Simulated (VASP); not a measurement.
# Nb (Im-3m) in VASP: a series of runs, part 2 of 3

VASP 6.6.1.

## (3) Single point, r2SCAN

This run uses another cell than the first one, of 18.00 Å³/atom.

POSCAR reads:

```
Nb
1.0
   -1.6510506024      1.6510506024      1.6510506024
    1.6510506024     -1.6510506024      1.6510506024
    1.6510506024      1.6510506024     -1.6510506024
Nb
1
Direct
    0.0000000000      0.0000000000      0.0000000000
```

INCAR.step1 reads:

```
PREC     = Accurate       # precision mode
ENCUT    = 520            # plane-wave cutoff, eV
ISMEAR   = -1             # smearing method
SIGMA    = 0.05           # smearing width, eV
LREAL    = False          # projectors in reciprocal space
LASPH    = True           # aspherical terms in the spheres
NELM     = 80             # most SCF steps
NBANDS   = 12             # bands
GGA      = PE             # functional
ALGO     = Normal         # electronic algorithm
EDIFF    = 1E-4           # SCF threshold, eV
LWAVE    = True           # write WAVECAR
LCHARG   = False          # write CHGCAR
```

INCAR.step2 reads:

```
PREC     = Accurate       # precision mode
ENCUT    = 520            # plane-wave cutoff, eV
EDIFF    = 1E-7           # SCF threshold, eV
ISMEAR   = -1             # smearing method
SIGMA    = 0.05           # smearing width, eV
LREAL    = False          # projectors in reciprocal space
LASPH    = True           # aspherical terms in the spheres
NELM     = 80             # most SCF steps
ALGO     = Normal         # electronic algorithm
ISIF     = 2              # what is computed and relaxed
LWAVE    = False          # write WAVECAR
LCHARG   = False          # write CHGCAR
METAGGA  = R2SCAN         # meta-GGA
LMIXTAU  = True         
NBANDS   = 12             # bands
ISTART   = 1
```

KPOINTS reads:

```
regular mesh
0
Gamma
  16 16 16
```

Potentials or basis: VASP PAW PBE potentials, release 64 (Nb_sv).

Command:

```sh
$ cat potpaw_PBE.64/Nb_sv/POTCAR > POTCAR
$ cp INCAR.step1 INCAR
$ mpirun -np 1 vasp_std > vasp.out
$ cp INCAR.step2 INCAR
$ mpirun -np 1 vasp_std > vasp.out
```

OUTCAR:

```text
PREC = Accurate
   ENCUT = 520
   EDIFF = 1E-7
   ISMEAR = -1
   LREAL = False
   LASPH = True
   NELM = 80
   ISIF = 2
   METAGGA = R2SCAN
   ISTART = 1

 ion  position               nearest neighbor table
   1  0.000  0.000  0.000-

  LATTYP: Found a body centered cubic cell.
 ALAT       =     3.3021012048

  Lattice vectors:

 A1 = (  -1.6510506024,   1.6510506024,   1.6510506024)
 A2 = (   1.6510506024,  -1.6510506024,   1.6510506024)
 A3 = (   1.6510506024,   1.6510506024,  -1.6510506024)

Analysis of symmetry for initial positions (statically):
=====================================================================
 Subroutine PRICEL returns:
 Original cell was already a primitive cell.

 Routine SETGRP: Setting up the symmetry group for a
 body centered cubic supercell.

 Subroutine GETGRP returns: Found 48 space group operations
 (whereof 48 operations were pure point group operations)
 out of a pool of 48 trial point group operations.

The static configuration has the point symmetry O_h .

Analysis of symmetry for dynamics (positions and initial velocities):
=====================================================================
 Subroutine PRICEL returns:
 Original cell was already a primitive cell.

 Routine SETGRP: Setting up the symmetry group for a
 body centered cubic supercell.

 Subroutine GETGRP returns: Found 48 space group operations
 (whereof 48 operations were pure point group operations)
 out of a pool of 48 trial point group operations.

The dynamic configuration has the point symmetry O_h .

 Subroutine INISYM returns: Found 48 space group operations
 (whereof 48 operations are pure point group operations),
 and found     1 'primitive' translations

----------------------------------------------------------------------------------------

                                     Primitive cell

  volume of cell :      18.0028

  direct lattice vectors                    reciprocal lattice vectors
    -1.651050602  1.651050602  1.651050602     0.000000000  0.302837478  0.302837478
     1.651050602 -1.651050602  1.651050602     0.302837478  0.000000000  0.302837478
     1.651050602  1.651050602 -1.651050602     0.302837478  0.302837478  0.000000000

  length of vectors
     2.859703529  2.859703529  2.859703529     0.428276868  0.428276868  0.428276868

  position of ions in fractional coordinates (direct lattice)
     0.000000000  0.000000000  0.000000000

  ion indices of the primitive-cell ions
   primitive index   ion index
                 1           1

----------------------------------------------------------------------------------------

 KPOINTS: regular mesh

Automatic generation of k-mesh.
 Grid dimensions read from file:
 generate k-points for:   16   16   16

 Generating k-lattice:

  Cartesian coordinates                     Fractional coordinates (reciprocal lattice)
     0.000000000  0.018927342  0.018927342     0.062500000  0.000000000  0.000000000
     0.018927342  0.000000000  0.018927342     0.000000000  0.062500000  0.000000000
     0.018927342  0.018927342  0.000000000     0.000000000  0.000000000  0.062500000

  Length of vectors
     0.026767304  0.026767304  0.026767304

  Shift w.r.t. Gamma in fractional coordinates (k-lattice)
     0.000000000  0.000000000  0.000000000

 Subroutine IBZKPT returns following result:
 ===========================================

 Found    145 irreducible k-points:

 Following reciprocal coordinates:
            Coordinates               Weight
  0.000000  0.000000  0.000000      1.000000
  0.062500  0.000000  0.000000     12.000000
  0.125000  0.000000  0.000000     12.000000
  0.187500  0.000000  0.000000     12.000000
  0.250000  0.000000  0.000000     12.000000
  0.312500  0.000000  0.000000     12.000000
[... 16 lines left out ...]
  0.187500  0.187500  0.000000     24.000000
  0.250000  0.187500  0.000000     48.000000
 [... further k-points ...]
   k-points           NKPTS =    145   k-points in BZ     NKDIM =    145   number of bands    NBANDS=     12
   number of dos      NEDOS =    301   number of ions     NIONS =      1
   total plane-waves  NPLWV =  13824
   dimension x,y,z NGX =    24 NGY =   24 NGZ =   24
   dimension x,y,z NGXF=    48 NGYF=   48 NGZF=   48
   ions per type =               1
   NGX,Y,Z   is equivalent  to a cutoff of  13.95, 13.95, 13.95 a.u.
   NGXF,Y,Z  is equivalent  to a cutoff of  27.90, 27.90, 27.90 a.u.
 SYSTEM =  unknown system
   PREC   = accura    normal or accurate (medium, high low for compatibility)
   ISTART =      1    job   : 0-new  1-cont  2-samecut
   ICHARG =      0    charge: 1-file 2-atom 10-const
   ISPIN  =      1    spin polarized calculation?
   LNONCOLLINEAR =      F non collinear calculations
   LSORBIT =      F    spin-orbit coupling
   LASPH  =      T    aspherical Exc in radial PAW
   ENCUT  =  520.0 eV  38.22 Ry    6.18 a.u.   5.32  5.32  5.32*2*pi/ulx,y,z
   NELM   =     80;   NELMIN=  2; NELMDL=  0     # of ELM steps
   EDIFF  = 0.1E-06   stopping-criterion for ELM
   LREAL  =      F    real-space projection
   EDIFFG = 0.1E-05   stopping-criterion for IOM
   NSW    =      0    number of steps for IOM
   IBRION =     -1    ionic relax: 0-MD 1-quasi-New 2-CG
   NFREE  =      0    steps in history (QN), initial steepest desc. (CG)
   ISIF   =      2    stress and relaxation
   ISYM   =      2    0-nonsym 1-usesym 2-fastsym
   POTIM  = 0.5000    time-step for ionic-motion
   TEBEG  =    0.0;   TEEND  =   0.0 temperature during run
   PSTRESS=    0.0 pullay stress
   NELECT =      13.0000    total number of electrons
   NUPDOWN=      -1.0000    fix difference up-down
   EMIN   =  10.00;   EMAX   =-10.00  energy-range for DOS
   EFERMI =   0.00;   METHOD = LEGACY
   ISMEAR =    -1;   SIGMA  =   0.05  broadening in eV -4-tet -1-fermi 0-gaus
   EFERMI_NEDOS =   21; number of points for ismear=-14 and -15
   IALGO  =     38    algorithm
   IMIX   =      4    mixing-type and parameters
     AMIX     =   0.40;   BMIX     =  1.00
     AMIX_MAG =   1.60;   BMIX_MAG =  1.00
  volume/ion in A,a.u.               =      18.00       121.49
  Fermi-wavevector in a.u.,A,eV,Ry     =   1.468731  2.775499 29.350086  2.157170
  Thomas-Fermi vector in A             =   2.584193
   LORBIT       =      0    0 simple, 1 ext, 2 COOP (PROOUT), +10 PAW based schemes
   METAGGA = R2SCAN    functional components
   LHFCALC =     F    Hartree Fock is set to
   AEXX    =    0.0000 exact exchange contribution
   IVDW    =     0    specifies the selected vdW correction
   LEPSILON=     F    determine dielectric tensor
   LRPA    =     F    only Hartree local field effects (RPA)
 non-spin polarized calculation
  energy-cutoff  :      520.00
  volume of cell :       18.00
 maximum number of plane-waves:       496
 NGX is ok and might be reduce to    24
   NGX = 11   NGY = 11   NGZ = 11

 number of electron      13.0000000 magnetization

 Free energy of the ion-electron system (eV)
  ---------------------------------------------------
  ext. energy  EPLUGINS =         0.00000000
  ---------------------------------------------------
  free energy    TOTEN  =       -24.84886742 eV

  energy without entropy =      -24.83744653  energy(sigma->0) =      -24.84315698

 E-fermi :  11.1561     XC(G=0): -13.6286

 val. band max:       11.1523601377   @ k =  -0.2500   0.3125   0.1250
 cond. band min:      11.1849891951   @ k =  -0.4375   0.5000   0.1875
 fundamental gap:      0.0326290574
 Fermi energy:        11.1560753198

 k-point     1 :       0.0000    0.0000    0.0000
  band No.  band energies     occupation
      1     -45.0041      2.00000
      2     -19.5427      2.00000
      3     -19.5427      2.00000
      4     -19.5427      2.00000
      5       4.8566      2.00000
      6      11.5901      0.00034
      7      11.5901      0.00034
      8      11.5901      0.00034
      9      14.7162      0.00000
     10      14.7162      0.00000
     11      26.0225      0.00000
     12      26.0225      0.00000

 k-point     2 :       0.0625    0.0000    0.0000
  band No.  band energies     occupation
      1     -44.9940      2.00000
      2     -19.6025      2.00000
      3     -19.5606      2.00000
      4     -19.5432      2.00000
      5       5.0261      2.00000
      6      11.4833      0.00287
      7      11.5625      0.00059
      8      11.7508      0.00001
      9      14.5504      0.00000
     10      14.7149      0.00000
     11      26.1618      0.00000
     12      26.3169      0.00000
[... 316 lines left out ...]
 k-point    24 :       0.2500    0.1875    0.0000
  band No.  band energies     occupation
      1     -44.7661      2.00000
      2     -20.6815      2.00000
      3     -20.0102      2.00000
      4     -19.6680      2.00000
      5       8.2736      2.00000
      6       9.8038      2.00000
      7      10.6751      1.99987
      8      14.0734      0.00000
      9      15.5117      0.00000
     10      17.3467      0.00000
     11      24.8772      0.00000
     12      26.4569      0.00000

 [... further k-points ...]
[... 5 lines left out ...]
  --------------------------------------------------------------------------------------
  -------------------------------------------------------------------------------------
  Total       -0.0288539     -0.0288539     -0.0288539     -0.0000000      0.0000000      0.0000000
  in kB       -2.5678749     -2.5678749     -2.5678749     -0.0000000      0.0000000      0.0000000
  external PRESSURE =      -2.5678749 kB  Pullay stress =       0.0000000 kB

 VOLUME and BASIS-vectors are now :
 -----------------------------------------------------------------------------
  energy-cutoff  :      520.00
  volume of cell :       18.00
      direct lattice vectors                 reciprocal lattice vectors
    -1.651050602  1.651050602  1.651050602     0.000000000  0.302837478  0.302837478
     1.651050602 -1.651050602  1.651050602     0.302837478  0.000000000  0.302837478
     1.651050602  1.651050602 -1.651050602     0.302837478  0.302837478  0.000000000

 POSITION                                       TOTAL-FORCE (eV/Angst)
 -----------------------------------------------------------------------------------
      0.00000      0.00000      0.00000        -0.000000     -0.000000      0.000000
 -----------------------------------------------------------------------------------
    total drift:                                0.000000      0.000000     -0.000000

  FREE ENERGIE OF THE ION-ELECTRON SYSTEM (eV)
  ---------------------------------------------------
  free  energy   TOTEN  =       -24.8488674228 eV

  energy  without entropy=      -24.8374465306  energy(sigma->0) =      -24.84315698
```

Run time: 2.6 min. Hardware: 1 thread of Intel Xeon 8259CL, shared host; peak memory 0.16 GiB.

Results:

```
Free energy            : -24.8489 eV
Pressure               : -0.3 GPa
Band gap on the k mesh : zero (an odd number of electrons rules out a gap without spin polarisation)
```

Caveat: the PAW data sets were made with another functional, which shifts forces and pressure a little.

(Part 2 of 3 ends here.)

The gap in the log of VASP goes by the Fermi energy; the results here count the filled bands.